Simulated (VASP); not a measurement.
Runs of VASP 6.6.1 on Na2Sc. The structure is trigonal, space group P-3m1 (No. 164). Conventional cell: a = 3.373 Å, b = 3.373 Å, c = 5.630 Å, α = 90.00°, β = 90.00°, γ = 120.00°. Na (site symmetry 3m) has 3 Sc at 2.40 Å within 3.2 Å. Sc (site symmetry -3m) has 6 Na at 2.40 Å within 3.2 Å. 

```csv
level,k mesh,smearing,gap on the mesh (eV),pressure (GPa),largest force (eV/Å)
r2SCAN,8 × 8 × 4,fermi-dirac 0.05 eV,none,28.2,3.81
PBE,8 × 8 × 4,fermi-dirac 0.1 eV,none,29.7,4.00
PBE,7 × 7 × 4,fermi-dirac 0.1 eV,none,29.8,4.01
PBE,10 × 10 × 6,fermi-dirac 0.1 eV,none,29.7,4.00
r2SCAN,7 × 7 × 4,fermi-dirac 0.05 eV,none,(a),3.81
PBE,8 × 8 × 4,methfessel-paxton 0.005 eV,none,29.5,3.99
PBE,12 × 12 × 7,fermi-dirac 0.1 eV,none,29.8,4.00
r2SCAN,10 × 10 × 6,fermi-dirac 0.05 eV,none,28.2,3.81
```

Alike in all rows: task single point; potentials or basis VASP PAW PBE potentials, release 64 (Na_pv, Sc_sv); no spin polarisation; cell as given; cutoff (eV) 520.

Question: Fill in the values left out.

Answer: (a) 28.3.

Caveats: the cell stands under pressure; forces of over 1 eV/Å act on the atoms, so gaps and moduli don't describe the material at rest (at least some runs); the PAW data sets were made with another functional, which shifts forces and pressure a little (at least some runs).

A gap of «none» marks levels without a gap at the run's occupations.
